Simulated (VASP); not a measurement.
Y:

```xyz
2
Lattice="3.6808 0.0000 0.0000 -1.8404 3.1877 0.0000 0.0000 0.0000 5.7206" Properties=species:S:1:pos:R:3 pbc="T T T"
Y     0.0000    2.1251    1.4302
Y     1.8404    1.0626    4.2905
```

Base run:

```yaml
Program: VASP 6.6.1
Functional: r2SCAN
Potentials_or_basis: VASP PAW PBE potentials, release 64 (Y_sv)
Cutoff: 520 eV
k_mesh: 14 × 14 × 8
Occupations: fermi-dirac, width 0.1 eV
Spin: no spin polarisation
```

Its results: band gap on the k mesh zero (band 11 reaches 4.02 eV, above the bottom of band 12 at 2.36 eV); pressure 0.0 GPa.

After a change of settings the same cell gave: band gap on the k mesh zero (band 11 reaches 4.03 eV, above the bottom of band 12 at 2.52 eV); pressure 0.7 GPa. Which change was it?
A. k mesh from 14 × 14 × 8 to 10 × 10 × 6; occupations from fermi-dirac, width 0.1 eV to methfessel-paxton, width 0.2 eV
B. k mesh from 14 × 14 × 8 to 2 × 2 × 1
C. k mesh from 14 × 14 × 8 to 4 × 4 × 2

C.

Caveats: some runs use coarse meshes; the PAW data sets were made with another functional, which shifts forces and pressure a little.
